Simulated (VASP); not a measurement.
A run of VASP 6.6.1:

File INCAR:

```
SYSTEM = KTaSe2
PREC = Accurate
ENCUT = 520
EDIFF = 1E-6
ISMEAR = 0
SIGMA = 0.1
LREAL = .False.
LASPH = .True.
NELM = 150
ALGO = Normal
ISIF = 2
LWAVE = .False.
LCHARG = .False.
ISPIN = 2
MAGMOM = 0 1 0 0
LORBIT = 11
LMAXMIX = 4
GGA = PE
NBANDS = 28
```

Contents of KPOINTS:

```
regular mesh
0
Gamma
  4 4 4
  0 0 0
```

Contents of POSCAR:

```
KTaSe2
1.0
   -2.7300281290      2.7300281290      4.6831040712
    2.7300281290     -2.7300281290      4.6831040712
    2.7300281290      2.7300281290     -4.6831040712
K Ta Se
1 1 2
Direct
    0.0000000000      0.0000000000      0.0000000000
    0.5000000000      0.5000000000      0.0000000000
    0.5000000000      0.0000000000      0.5000000000
    0.0000000000      0.5000000000      0.5000000000
```

Potentials or basis: VASP PAW PBE potentials, release 64 (K_sv, Ta_pv, Se).

Command:

```bash
$ cat potpaw_PBE.64/K_sv/POTCAR potpaw_PBE.64/Ta_pv/POTCAR potpaw_PBE.64/Se/POTCAR > POTCAR
$ mpirun -np 1 vasp_std > vasp.out
```

Hardware: 1 thread of AMD EPYC 9R45 96-Core Processor (Zen 5) (shared host).

Q: Estimate the wall time of this run.

A: Run time: 89 s on 1 thread of AMD EPYC 9R45 96-Core Processor (Zen 5), with other jobs on the host, peak memory 0.41 GiB. Counts: scf iterations 16, k points 13.
